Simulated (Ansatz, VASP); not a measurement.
Two plane-wave programs on SnO

Contents of INCAR:

```
PREC = Accurate ; ENCUT = 520
EDIFF = 1E-6 ; ISMEAR = 0
SIGMA = 0.05 ; LREAL = F
LASPH = T ; NELM = 60
ALGO = Normal ; ISIF = 2
LWAVE = F ; LCHARG = F
GGA = PS ; NBANDS = 28
```

The input KPOINTS:

```
regular mesh
0
Gamma
  8 6 6
```

Contents of POSCAR:

```
SnO
1.0
    3.1033796250      0.0000000000      0.0000000000
    0.0000000000      5.6741040000      0.0000000000
    0.0000000000      0.0000000000      4.2219700000
Sn O
2 2
Direct
    0.0000000000      0.2319090000      0.5131440000
    0.5000000000      0.7680910000      0.0131440000
    0.0000000000      0.8912500000      0.7368570000
    0.5000000000      0.1087500000      0.2368570000
```

Input for Ansatz:

```yaml
crystal:
  lattice:
    - [3.103379625, 0.0, 0.0]
    - [0.0, 5.674104, 0.0]
    - [0.0, 0.0, 4.22197]
  atoms:
    - { symbol: Sn, position: [0.0, 0.231909, 0.513144] }
    - { symbol: Sn, position: [0.5, 0.768091, 0.013144] }
    - { symbol: O, position: [0.0, 0.89125, 0.736857] }
    - { symbol: O, position: [0.5, 0.10875, 0.236857] }
basis:
  ecutwfc: 420
kpoints:
  mp_grid: { grid: [8, 6, 6] }
hamiltonian:
  xc: pbesol
scf:
  occupations: { method: gaussian, width: 0.05 }
output:
  forces: true
  stress: true
  eigenvalues: true
```

Change from the starting cell: strain -0.0750 x Voigt [1, 0, 0, 0, 0, 0], atoms carried along.

Alike in both runs: task single point; functional PBEsol; k mesh 8 × 6 × 6; occupations gaussian, width 0.05 eV; no spin polarisation.

```csv
,VASP,Ansatz
version,VASP 6.6.1,Ansatz 0.2.0
potentials or method,"VASP PAW PBE potentials, release 64 (Sn_d, O), cutoff 520 eV","scalar-relativistic, plane waves, PAW"
valence electrons in the cell,40,40
```

VASP gave:

* gap on the k mesh at the Fermi level (eV): 1.40
* least direct gap on the mesh (eV): 1.83
* pressure (GPa): 5.3
* traceless stress, the component that is largest in VASP (GPa): 6.11
* rms of the force components (eV/Å): 0.454

Q: Estimate Ansatz's values.

A: gap on the k mesh at the Fermi level (eV): 1.41; least direct gap on the mesh (eV): 1.84; pressure (GPa): 5.0; traceless stress, the component that is largest in VASP (GPa): 6.06; rms of the force components (eV/Å): 0.416.

VASP's potentials were made for PBE, not for PBEsol. Atom by atom the forces differ by 0.042 eV/Å (rms over components).
